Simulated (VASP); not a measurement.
Si, 2 atoms in the cell. The structure is cubic, space group Fd-3m (No. 227). The conventional cell has a = 5.470 Å, b = 5.470 Å, c = 5.470 Å, α = 90.00°, β = 90.00°, γ = 90.00°. Within 3.1 Å of Si (site symmetry -43m) lie 4 Si at 2.37 Å. 

| Property | Result |
| --- | --- |
| Program | VASP 6.6.1 |
| Task | single point |
| Functional | PBE |
| Potentials or basis | VASP PAW PBE potentials, release 64 (Si) |
| Cutoff | 500 eV |
| k mesh | 8 × 8 × 8 |
| Occupations | methfessel-paxton, width 0.02 eV |
| Spin | no spin polarisation |
| Dipole correction | no |
| Further INCAR settings | ALGO = Normal; EDIFF = 1e-06; NBANDS = 11 |

Potentials or basis: VASP PAW PBE potentials, release 64 (Si).

Command:

```bash
$ cat potpaw_PBE.64/Si/POTCAR > POTCAR
$ mpirun -np 1 vasp_std > vasp.out
```

Hardware: 1 thread of Intel(R) Xeon(R) Platinum 8175M CPU @ 2.50GHz (Skylake/Cascade Lake), with other jobs on the host.

Q: Estimate the wall time of this run.

A: It took 18 s on 1 thread of Intel(R) Xeon(R) Platinum 8175M CPU @ 2.50GHz (Skylake/Cascade Lake), on a shared host, peak memory 0.14 GiB. Counts: scf iterations 11, k points 29.
